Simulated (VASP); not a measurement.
Wanted: the native input for a VASP 6.6.1 run.

* Task: electric field gradients
* Functional: PBEsol
* Potentials or basis: VASP PAW PBE potentials, release 64 (B, As)
* Cutoff: 420 eV
* k mesh: 15 × 15 × 15
* Occupations: fermi-dirac, width 0.03 eV
* Spin: no spin polarisation
* Dipole correction: no
* Further INCAR settings: ALGO = Normal; EDIFF = 1e-08; NBANDS = 11

The structure of BAs lies in POSCAR:

```
BAs
1.0
    0.0000000000      2.3562190158      2.3562190158
    2.3562190158      0.0000000000      2.3562190158
    2.3562190158      2.3562190158      0.0000000000
B As
1 1
Direct
    0.0000000000      0.0000000000      0.0000000000
    0.7500000000      0.7500000000      0.7500000000
```

This cell differs from its parent crystal: functional pbesol, volume scaled by 0.96.

One way to write it, as run:

INCAR

```
ALGO = Normal
EDIFF = 1E-8
ENCUT = 420
GGA = PS
GGA_COMPAT = False
ISIF = 2
ISMEAR = -1
LASPH = True
LCHARG = False
LEFG = True
LREAL = False
LWAVE = False
NBANDS = 11
NELM = 120
PREC = Accurate
SIGMA = 0.03
```

KPOINTS

```
k-points
0
Gamma
  15 15 15
```

Potentials or basis: VASP PAW PBE potentials, release 64 (B, As).

Run with:

```console
$ cat potpaw_PBE.64/B/POTCAR potpaw_PBE.64/As/POTCAR > POTCAR
$ mpirun -np 1 vasp_std > vasp.out
```

Results of the run:

```
Pressure               : 6.3 GPa
Band gap on the k mesh : 1.03 eV, indirect (least direct gap 3.29 eV)
```

Caveat: without QUAD_EFG the Cq values of the log hold for a quadrupole moment of 1 mb, not for the nuclei; the PAW data sets were made with another functional, which shifts forces and pressure a little.

It took 28 s on 1 thread of Intel Xeon 8259CL (shared host), peak memory 0.16 GiB.
